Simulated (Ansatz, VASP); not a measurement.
# SiC in VASP and in Ansatz

Contents of INCAR:

```
SYSTEM = SiC
  PREC = Accurate
  ENCUT = 520
  EDIFF = 1E-7
  ISMEAR = -1
  SIGMA = 0.08
  LREAL = .False.
  LASPH = .True.
  NELM = 80
  ALGO = Normal
  ISIF = 2
  LWAVE = .False.
  LCHARG = .False.
  GGA = PE
  NBANDS = 16
```

Contents of KPOINTS:

```
regular mesh
0
Gamma
  15 15 8
  0 0 0
```

POSCAR

```
SiC
1.0
    3.0144782423      0.0000000000      0.0000000000
   -1.5072391211      2.6106147370      0.0000000000
    0.0000000000      0.0000000000      5.0480000000
Si C
2 2
Direct
    0.3333333333      0.6666666667      0.0000000000
    0.6666666667      0.3333333333      0.5000000000
    0.3333333333      0.6666666667      0.3850000000
    0.6666666667      0.3333333333      0.8850000000
```

Input for Ansatz:

```yaml
crystal:
  lattice:
    - [3.0144782423, 0.0, 0.0]
    - [-1.5072391211, 2.610614737, 0.0]
    - [0.0, 0.0, 5.048]
  atoms:
    - { symbol: Si, position: [0.3333333333, 0.6666666667, 0.0] }
    - { symbol: Si, position: [0.6666666667, 0.3333333333, 0.5] }
    - { symbol: C, position: [0.3333333333, 0.6666666667, 0.385] }
    - { symbol: C, position: [0.6666666667, 0.3333333333, 0.885] }
kpoints:
  mp_grid: { grid: [15, 15, 8] }
  band_path:
    path:
      - [0.0, 0.0, 0.0]
      - [0.5, 0.0, 0.0]
      - [0.3333333333, 0.3333333333, 0.0]
      - [0.0, 0.0, 0.0]
      - [0.0, 0.0, 0.5]
      - [0.5, 0.0, 0.5]
      - [0.3333333333, 0.3333333333, 0.5]
      - [0.0, 0.0, 0.5]
      - [0.5, 0.0, 0.5]
    npoints: 5
scf:
  occupations: { method: fermi_dirac, width: 0.08 }
hamiltonian:
  xc: pbe
  pseudopotentials: { kind: all_electron, lapw: { basis_error: 0.001 } }
output:
  forces: true
  stress: true
  eigenvalues: true
```

Change from the starting cell: equal xx and yy strain of -2 %.

Alike in both runs: task single point; functional PBE; k mesh 15 × 15 × 8; occupations fermi-dirac, width 0.08 eV; no spin polarisation.

|  | VASP | Ansatz |
| --- | --- | --- |
| version | VASP 6.6.1 | Ansatz 0.2.0 |
| potentials or method | VASP PAW PBE potentials, release 64 (Si, C), cutoff 520 eV | all-electron LAPW, scalar-relativistic |

```csv
,VASP,Ansatz,Ansatz less VASP
pressure (GPa),14.2,14.3,+0.07
"traceless stress, the component that is largest in VASP (GPa)",-12.08,-12.01,+0.064
rms of the force components (eV/Å),0.577,0.577,-0.0001
```

Atom by atom the forces differ by 0.000 eV/Å (rms over components). Ansatz ran all-electron here, and VASP with PAW potentials.
